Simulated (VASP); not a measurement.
Here is a VASP 6.6.1 calculation.

INCAR

```
  PREC = Accurate
  ENCUT = 520
  EDIFF = 1E-7
  ISMEAR = -1
  SIGMA = 0.05
  LREAL = F
  LASPH = T
  NELM = 150
  ALGO = Normal
  ISIF = 2
  LWAVE = F
  LCHARG = F
  LNONCOLLINEAR = T
  MAGMOM = 0 0 0
  LORBIT = 11
  LSORBIT = T
  GGA_COMPAT = F
  LORBMOM = T
  GGA = PS
  NBANDS = 16
```

KPOINTS

```
regular mesh
0
Gamma
  7 7 7
```

The input POSCAR:

```
As
1.0
    2.7036817444      0.0000000000      0.0000000000
    0.0000000000      2.7036817444      0.0000000000
    0.0000000000      0.0000000000      2.7036817444
As
1
Direct
    0.5000000000      0.5000000000      0.5000000000
```

Potentials or basis: VASP PAW PBE potentials, release 64 (As).

The run is started by

```sh
$ cat potpaw_PBE.64/As/POTCAR > POTCAR
$ mpirun -np 1 vasp_ncl > vasp.out
```

Estimate the net moment.

0.00 μB per cell.

Estimate the pressure.

-0.9 GPa.

Moments on the atoms (μB; x, y, z):
```
As  0.00 0.00 0.00
```

Caveat: the PAW data sets were made with another functional, which shifts forces and pressure a little.
